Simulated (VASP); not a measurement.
# CS2 (Cmce) in VASP: further runs

Runs on CS2. Level: PBE. Tasks: single point.

Program: VASP 6.6.1. These are calculated values, not measurements. Logs are shortened: lines on timing, memory, paths and dates and some standing lists are left out, and cuts for length are marked.

## Step 1: The cell of the first run

The structure is orthorhombic, space group Cmce (No. 64). The conventional cell has a = 7.219 Å, b = 5.929 Å, c = 9.851 Å, α = 90.00°, β = 90.00°, γ = 90.00°. Within 2.1 Å of S (site symmetry m) lie 1 C at 1.55 Å. C (site symmetry 2/m) has 2 S at 1.55 Å within 2.1 Å.

## Step 2: Single point, PBE

INCAR

```
SYSTEM = CS2
PREC = Accurate
ENCUT = 520
EDIFF = 1E-6
ISMEAR = -1
SIGMA = 0.05
LREAL = .False.
LASPH = .True.
NELM = 60
ALGO = Normal
ISIF = 2
LWAVE = .False.
LCHARG = .True.
GGA = PE
LELF = .True.
LVHAR = .True.
NBANDS = 25
```

KPOINTS

```
Automatic mesh
0
Gamma
  5 5 3
  0 0 0
```

POSCAR

```
CS2
1.0
    3.6093301200     -2.9643708600      0.0000000000
    3.6093301200      2.9643708600      0.0000000000
    0.0000000000      0.0000000000      9.8512570000
S C
4 2
Direct
    0.1815210000      0.8184790000      0.8868670000
    0.3184790000      0.6815210000      0.3868670000
    0.6815210000      0.3184790000      0.6131330000
    0.8184790000      0.1815210000      0.1131330000
    0.5000000000      0.5000000000      0.5000000000
    0.0000000000      0.0000000000      0.0000000000
```

Potentials or basis: VASP PAW PBE potentials, release 64 (S, C).

The run is started by

```bash
$ cat potpaw_PBE.64/S/POTCAR potpaw_PBE.64/C/POTCAR > POTCAR
$ mpirun -np 1 vasp_std > vasp.out
```

OUTCAR:

```text
SYSTEM = CS2
   PREC = Accurate
   ENCUT = 520
   EDIFF = 1E-6
   ISMEAR = -1
   LREAL = .False.
   LASPH = .True.
   NELM = 60
   ISIF = 2
   GGA = PE

 ion  position               nearest neighbor table
   1  0.182  0.818  0.887-   6 1.55
   2  0.318  0.682  0.387-   5 1.55
   3  0.682  0.318  0.613-   5 1.55
   4  0.818  0.182  0.113-   6 1.55
   5  0.500  0.500  0.500-   2 1.55   3 1.55
   6  0.000  0.000  0.000-   1 1.55   4 1.55

  LATTYP: Found a base centered orthorhombic cell.
 ALAT       =     5.9287417200
 B/A-ratio  =     1.2175703684
 C/A-ratio  =     1.6616100794

  Lattice vectors:

 A1 = (  -3.6093301200,  -2.9643708600,   0.0000000000)
 A2 = (   3.6093301200,  -2.9643708600,   0.0000000000)
 A3 = (   0.0000000000,   0.0000000000,   9.8512570000)

Analysis of symmetry for initial positions (statically):
=====================================================================
 Subroutine PRICEL returns:
 Original cell was already a primitive cell.

 Routine SETGRP: Setting up the symmetry group for a
 base centered orthorhombic supercell.

 Subroutine GETGRP returns: Found  8 space group operations
 (whereof  4 operations were pure point group operations)
 out of a pool of  8 trial point group operations.

The static configuration has the point symmetry C_2h.
 The point group associated with its full space group is D_2h.

Analysis of symmetry for dynamics (positions and initial velocities):
=====================================================================
 Subroutine PRICEL returns:
 Original cell was already a primitive cell.

 Routine SETGRP: Setting up the symmetry group for a
 base centered orthorhombic supercell.

 Subroutine GETGRP returns: Found  8 space group operations
 (whereof  4 operations were pure point group operations)
 out of a pool of  8 trial point group operations.

The dynamic configuration has the point symmetry C_2h.
 The point group associated with its full space group is D_2h.

 Subroutine INISYM returns: Found  8 space group operations
 (whereof  4 operations are pure point group operations),
 and found     1 'primitive' translations

----------------------------------------------------------------------------------------

                                     Primitive cell

  volume of cell :     210.8049

  direct lattice vectors                    reciprocal lattice vectors
     3.609330120 -2.964370860  0.000000000     0.138529861 -0.168669854  0.000000000
     3.609330120  2.964370860  0.000000000     0.138529861  0.168669854  0.000000000
     0.000000000  0.000000000  9.851257000     0.000000000  0.000000000  0.101509889

  length of vectors
     4.670627207  4.670627207  9.851257000     0.218265989  0.218265989  0.101509889

  position of ions in fractional coordinates (direct lattice)
     0.181521000  0.818479000  0.886867000
     0.318479000  0.681521000  0.386867000
     0.681521000  0.318479000  0.613133000
     0.818479000  0.181521000  0.113133000
     0.500000000  0.500000000  0.500000000
     0.000000000  0.000000000  0.000000000

  ion indices of the primitive-cell ions
   primitive index   ion index
                 1           1
                 2           2
                 3           3
                 4           4
                 5           5
                 6           6

----------------------------------------------------------------------------------------

 KPOINTS: Automatic mesh

Automatic generation of k-mesh.
 Grid dimensions read from file:
 generate k-points for:    5    5    3

 Generating k-lattice:

  Cartesian coordinates                     Fractional coordinates (reciprocal lattice)
     0.027705972 -0.033733971  0.000000000     0.200000000 -0.000000000  0.000000000
     0.027705972  0.033733971  0.000000000    -0.000000000  0.200000000  0.000000000
     0.000000000  0.000000000  0.033836630     0.000000000  0.000000000  0.333333333

  Length of vectors
     0.043653198  0.043653198  0.033836630

  Shift w.r.t. Gamma in fractional coordinates (k-lattice)
     0.000000000  0.000000000  0.000000000

 Subroutine IBZKPT returns following result:
 ===========================================

 Found     18 irreducible k-points:

 Following reciprocal coordinates:
            Coordinates               Weight
  0.000000  0.000000  0.000000      1.000000
  0.200000  0.000000  0.000000      4.000000
  0.400000  0.000000  0.000000      4.000000
  0.200000  0.200000  0.000000      2.000000
  0.400000  0.200000  0.000000      4.000000
 -0.400000  0.200000  0.000000      4.000000
[... 10 lines left out ...]
  0.400000  0.400000  0.333333      4.000000
 -0.400000  0.400000  0.333333      4.000000
   k-points           NKPTS =     18   k-points in BZ     NKDIM =     18   number of bands    NBANDS=     25
   number of dos      NEDOS =    301   number of ions     NIONS =      6
   total plane-waves  NPLWV = 103680
   dimension x,y,z NGX =    36 NGY =   36 NGZ =   80
   dimension x,y,z NGXF=    72 NGYF=   72 NGZF=  160
   ions per type =               4   2
   NGX,Y,Z   is equivalent  to a cutoff of  12.81, 12.81, 13.50 a.u.
   NGXF,Y,Z  is equivalent  to a cutoff of  25.63, 25.63, 27.00 a.u.
 SYSTEM =  CS2
   PREC   = accura    normal or accurate (medium, high low for compatibility)
   ISTART =      0    job   : 0-new  1-cont  2-samecut
   ICHARG =      2    charge: 1-file 2-atom 10-const
   ISPIN  =      1    spin polarized calculation?
   LNONCOLLINEAR =      F non collinear calculations
   LSORBIT =      F    spin-orbit coupling
   LASPH  =      T    aspherical Exc in radial PAW
   ENCUT  =  520.0 eV  38.22 Ry    6.18 a.u.   8.68  8.68 18.32*2*pi/ulx,y,z
   NELM   =     60;   NELMIN=  2; NELMDL= -5     # of ELM steps
   EDIFF  = 0.1E-05   stopping-criterion for ELM
   LREAL  =      F    real-space projection
   EDIFFG = 0.1E-04   stopping-criterion for IOM
   NSW    =      0    number of steps for IOM
   IBRION =     -1    ionic relax: 0-MD 1-quasi-New 2-CG
   NFREE  =      0    steps in history (QN), initial steepest desc. (CG)
   ISIF   =      2    stress and relaxation
   ISYM   =      2    0-nonsym 1-usesym 2-fastsym
   POTIM  = 0.5000    time-step for ionic-motion
   TEBEG  =    0.0;   TEEND  =   0.0 temperature during run
   PSTRESS=    0.0 pullay stress
   NELECT =      32.0000    total number of electrons
   NUPDOWN=      -1.0000    fix difference up-down
   EMIN   =  10.00;   EMAX   =-10.00  energy-range for DOS
   EFERMI =   0.00;   METHOD = LEGACY
   ISMEAR =    -1;   SIGMA  =   0.05  broadening in eV -4-tet -1-fermi 0-gaus
   EFERMI_NEDOS =   21; number of points for ismear=-14 and -15
   IALGO  =     38    algorithm
   IMIX   =      4    mixing-type and parameters
     AMIX     =   0.40;   BMIX     =  1.00
     AMIX_MAG =   1.60;   BMIX_MAG =  1.00
  volume/ion in A,a.u.               =      35.13       237.10
  Fermi-wavevector in a.u.,A,eV,Ry     =   0.873302  1.650302 10.376575  0.762657
  Thomas-Fermi vector in A             =   1.992674
   LORBIT       =      0    0 simple, 1 ext, 2 COOP (PROOUT), +10 PAW based schemes
   GGA     = PE    functional components
   LHFCALC =     F    Hartree Fock is set to
   AEXX    =    0.0000 exact exchange contribution
   IVDW    =     0    specifies the selected vdW correction
   LEPSILON=     F    determine dielectric tensor
   LRPA    =     F    only Hartree local field effects (RPA)
 non-spin polarized calculation
  energy-cutoff  :      520.00
  volume of cell :      210.80
 maximum number of plane-waves:      5703
   NGX = 17   NGY = 17   NGZ = 37

 number of electron      31.9999996 magnetization

 Free energy of the ion-electron system (eV)
  ---------------------------------------------------
  ext. energy  EPLUGINS =         0.00000000
  ---------------------------------------------------
  free energy    TOTEN  =       -33.37179827 eV

  energy without entropy =      -33.37179827  energy(sigma->0) =      -33.37179827

 E-fermi :  -0.9563     XC(G=0):  -6.2903

 val. band max:       -2.0952594719   @ k =  -0.4000   0.4000   0.0000
 cond. band min:       1.3751735262   @ k =  -0.4000   0.4000   0.0000
 fundamental gap:      3.4704329981
 Fermi energy:        -0.9563476202

 k-point     1 :       0.0000    0.0000    0.0000
  band No.  band energies     occupation
      1     -16.9948      2.00000
      2     -16.9550      2.00000
      3     -14.7918      2.00000
      4     -14.7206      2.00000
      5      -8.3624      2.00000
      6      -8.1024      2.00000
[... 17 lines left out ...]
     24       5.5705      0.00000
     25       5.6942      0.00000

 k-point     2 :       0.2000    0.0000    0.0000
  band No.  band energies     occupation
      1     -16.9785      2.00000
      2     -16.9461      2.00000
      3     -14.7909      2.00000
      4     -14.7337      2.00000
      5      -8.3373      2.00000
      6      -8.1188      2.00000
[... 17 lines left out ...]
     24       5.3939      0.00000
     25       6.1825      0.00000

 k-point     3 :       0.4000    0.0000    0.0000
  band No.  band energies     occupation
      1     -16.9478      2.00000
      2     -16.9353      2.00000
      3     -14.7834      2.00000
      4     -14.7618      2.00000
      5      -8.2637      2.00000
      6      -8.1745      2.00000
[... 384 lines left out ...]
 k-point    17 :       0.4000    0.4000    0.3333
  band No.  band energies     occupation
      1     -16.9265      2.00000
      2     -16.9135      2.00000
      3     -14.7755      2.00000
      4     -14.7566      2.00000
      5      -8.2743      2.00000
      6      -8.2281      2.00000
[... 17 lines left out ...]
     24       5.5495      0.00000
     25       6.5014      0.00000

 k-point    18 :      -0.4000    0.4000    0.3333
  band No.  band energies     occupation
      1     -16.9223      2.00000
      2     -16.9131      2.00000
      3     -14.7766      2.00000
      4     -14.7643      2.00000
      5      -8.2498      2.00000
      6      -8.2280      2.00000
[... 17 lines left out ...]
     24       5.9393      0.00000
     25       6.2298      0.00000

------------------------ aborting loop because EDIFF is reached ----------------------------------------

  FORCE on cell =-STRESS in cart. coord.  units (eV):
  Direction    XX          YY          ZZ          XY          YZ          ZX
  --------------------------------------------------------------------------------------
  -------------------------------------------------------------------------------------
  Total        0.0395467      1.2229594      1.3064764      0.0000000      0.0000000      0.0000000
  in kB        0.3005661      9.2948386      9.9295915      0.0000000      0.0000000      0.0000000
  external PRESSURE =       6.5083320 kB  Pullay stress =       0.0000000 kB

 VOLUME and BASIS-vectors are now :
 -----------------------------------------------------------------------------
  energy-cutoff  :      520.00
  volume of cell :      210.80
      direct lattice vectors                 reciprocal lattice vectors
     3.609330120 -2.964370860  0.000000000     0.138529861 -0.168669854  0.000000000
     3.609330120  2.964370860  0.000000000     0.138529861  0.168669854  0.000000000
     0.000000000  0.000000000  9.851257000     0.000000000  0.000000000  0.101509889

 POSITION                                       TOTAL-FORCE (eV/Angst)
 -----------------------------------------------------------------------------------
      3.60933      1.88818      8.73675         0.000000     -0.273490     -0.285221
      3.60933      1.07619      3.81113         0.000000      0.273490     -0.285221
      3.60933     -1.07619      6.04013         0.000000     -0.273490      0.285221
      3.60933     -1.88818      1.11450         0.000000      0.273490      0.285221
      3.60933      0.00000      4.92563         0.000000      0.000000      0.000000
      0.00000      0.00000      0.00000        -0.000000      0.000000      0.000000
 -----------------------------------------------------------------------------------
    total drift:                                0.000000     -0.000000     -0.000000

  FREE ENERGIE OF THE ION-ELECTRON SYSTEM (eV)
  ---------------------------------------------------
  free  energy   TOTEN  =       -33.3717982662 eV

  energy  without entropy=      -33.3717982661  energy(sigma->0) =      -33.37179827
```

Wall time 90 s (1 thread of Intel Xeon Platinum 8559C (Emerald Rapids), shared host); peak memory 0.32 GiB.

What came out:

* Free energy: -33.3718 eV
* Pressure: 0.7 GPa
* Largest force: 0.395 eV/Å
* Band gap on the k mesh: 3.47 eV

Forces on the atoms (eV/Å):
```
S    0.000 -0.273 -0.285
S    0.000  0.273 -0.285
S    0.000 -0.273  0.285
S    0.000  0.273  0.285
C    0.000  0.000  0.000
C    0.000  0.000  0.000
```

Stress tensor (GPa, compression positive):
```
0.03 0.00 0.00
0.00 0.93 0.00
0.00 0.00 0.99
```

Caveat: this functional lacks dispersion, which holds the molecules together, so the pressure and a relaxed volume are unreliable.

[end of part 1 of 2]
